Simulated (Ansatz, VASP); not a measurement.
**One calculation of NbP, two programs**

The input INCAR:

```
SYSTEM = NbP
  PREC = Accurate
  ENCUT = 520
  EDIFF = 1E-6
  ISMEAR = -1
  SIGMA = 0.05
  LREAL = .False.
  LASPH = .True.
  NELM = 150
  ALGO = Normal
  ISIF = 2
  LWAVE = .False.
  LCHARG = .False.
  MAGMOM = 0 0 0 0 0 0 0 0 0 0 0 0
  LORBIT = 11
  LSORBIT = .True.
  GGA_COMPAT = .False.
  LORBMOM = .True.
  LMAXMIX = 4
  GGA = PS
  NBANDS = 50
  LUSENCCL = .False.
```

Contents of KPOINTS:

```
Automatic mesh
0
Gamma
  11 11 11
  0 0 0
```

POSCAR

```
NbP
1.0
   -1.6749232544      1.6749232544      5.7401081759
    1.6749232544     -1.6749232544      5.7401081759
    1.6749232544      1.6749232544     -5.7401081759
Nb P
2 2
Direct
    0.2498808000      0.7498808000      0.5000000000
    0.4998808000      0.4998808000      0.0000000000
    0.8327477700      0.3327477700      0.5000000000
    0.0827477700      0.0827477700      0.0000000000
```

File input.yaml:

```yaml
crystal:
  lattice:
    - [-1.6749232544, 1.6749232544, 5.7401081759]
    - [1.6749232544, -1.6749232544, 5.7401081759]
    - [1.6749232544, 1.6749232544, -5.7401081759]
  atoms:
    - { symbol: Nb, position: [0.2498808, 0.7498808, 0.5] }
    - { symbol: Nb, position: [0.4998808, 0.4998808, 0.0] }
    - { symbol: P, position: [0.83274777, 0.33274777, 0.5] }
    - { symbol: P, position: [0.08274777, 0.08274777, 0.0] }
hamiltonian:
  xc: pbesol
  pseudopotentials: { kind: paw_fr }
magnetization:
  noncollinear: true
  spin_orbit: true
kpoints:
  mp_grid: { grid: [11, 11, 11] }
  band_path:
    path:
      - [[0.0, 0.0, 0.0], [-0.5, 0.5, 0.0], [-0.5, 0.5, -0.0425715708], [-0.2712857854, 0.2712857854, -0.2712857854], [0.0, 0.0, 0.0], [0.5, 0.5, -0.5], [0.2712857854, 0.7287142146, -0.7287142146], [0.0, 0.5, -0.5], [-0.25, 0.75, -0.25], [0.0425715708, 0.9574284292, -0.5], [0.5, 0.5, -0.5]]
      - [[-0.5, 0.5, 0.0], [-0.25, 0.75, -0.25]]
    npoints: 14
scf:
  occupations: { method: fermi_dirac, width: 0.05 }
  n_extra_bands: 10
output:
  forces: true
  stress: true
  eigenvalues: true
  fatbands: true
  write_density: true
  write_potential: true
  elf: true
  volumetric_format: npy
```

Alike in both runs: functional PBEsol; k mesh 11 × 11 × 11; occupations fermi-dirac, width 0.05 eV; non-collinear spin, spin-orbit coupling.

```csv
,VASP,Ansatz
version,VASP 6.6.1,Ansatz 0.2.0
potentials or method,"VASP PAW PBE potentials, release 64 (Nb_sv, P)",Ansatz PAW
plane-wave cutoff (eV),520,420
valence electrons in the cell,36,36
task,single point,band structure
```

```csv
,VASP,Ansatz,Ansatz less VASP
pressure (GPa),-6.6,-6.4,+0.20
"traceless stress, the component that is largest in VASP (GPa)",-0.14,-0.14,-0.003
rms of the force components (eV/Å),0.010,0.010,+0.0002
net moment per atom (μB),0.00,0.00,0.000
```

VASP's potentials were made for PBE, not for PBEsol. Atom by atom the forces differ by 0.000 eV/Å (rms over components). The functional is the same, so the differences come from potentials, cutoffs and numerics.
